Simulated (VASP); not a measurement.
Write the native input for VASP 6.6.1 that does the following.

- Task: single point
- Functional: LDA
- Potentials or basis: VASP PAW PBE potentials, release 64 (Yb, B)
- Cutoff: 520 eV
- k mesh: 12 × 12 × 10
- Occupations: gaussian, width 0.05 eV
- Spin: no spin polarisation
- Dipole correction: no
- Further INCAR settings: ALGO = Normal; EDIFF = 1e-06; NBANDS = 22

The structure of YbB2 lies in POSCAR:

```
YbB2
1.0
    3.2294254605      0.0000000000      0.0000000000
   -1.6147127302      2.7967644884      0.0000000000
    0.0000000000      0.0000000000      3.8463098280
Yb B
1 2
Direct
    0.0000000000      0.0000000000      0.0000000000
    0.3333333333      0.6666666667      0.5000000000
    0.6666666667      0.3333333333      0.5000000000
```

The input as run:

INCAR

```
SYSTEM = YbB2
ALGO = Normal
EDIFF = 1E-6
ENCUT = 520
GGA = CA
ISIF = 2
ISMEAR = 0
LASPH = .True.
LCHARG = .False.
LREAL = .False.
LWAVE = .False.
NBANDS = 22
NELM = 100
PREC = Accurate
SIGMA = 0.05
```

KPOINTS

```
k-points
0
Gamma
  12 12 10
  0 0 0
```

Potentials or basis: VASP PAW PBE potentials, release 64 (Yb, B).

Run with:

```console
$ cat potpaw_PBE.64/Yb/POTCAR potpaw_PBE.64/B/POTCAR > POTCAR
$ mpirun -np 1 vasp_std > vasp.out
```

Results of the run:

```json
{
 "Pressure": "-8.9 GPa",
 "Band gap on the k mesh": "zero (bands 15 and 16 overlap by 1.30 eV)"
}
```

Caveat: the cell stands under tension; the PAW data sets were made with another functional, which shifts forces and pressure a little; spin-orbit coupling is left out, which moves the levels of the heavy elements.

It took 2.5 min on 1 thread of AMD EPYC 9R45 96-Core Processor (Zen 5), on a shared host, peak memory 0.19 GiB.
